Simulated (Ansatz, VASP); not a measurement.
# Two plane-wave programs on Li2Se

```
Se Li
1.0
     0.00000    3.05223    3.05223
     3.05223    0.00000    3.05223
     3.05223    3.05223    0.00000
Se Li
1 2
Direct
  0.00000 0.00000 0.00000
  0.25000 0.25000 0.25000
  0.75000 0.75000 0.75000
```

Alike in both runs: task single point; functional r2SCAN; k mesh 6 × 6 × 6; no spin polarisation.

```csv
,VASP,Ansatz
version,VASP 6.6.1,Ansatz 0.2.0
potentials or method,"VASP PAW PBE potentials, release 64 (Se, Li_sv)","plane waves, PAW"
plane-wave cutoff (eV),830,500
occupations,"gaussian, width 0.01 eV",fixed
valence electrons in the cell,12,22
```

Ansatz gave:

- gap on the k mesh at the Fermi level (eV): 3.51
- pressure (GPa): -1.9

**Question.** Estimate VASP's values.

**Answer.** gap on the k mesh at the Fermi level (eV): 3.49; pressure (GPa): -2.0.

VASP's potentials were made for PBE, not for r2SCAN. VASP's potentials hold 12 valence electrons a cell and Ansatz's 22, so a difference there can come from the potentials and not from the codes.
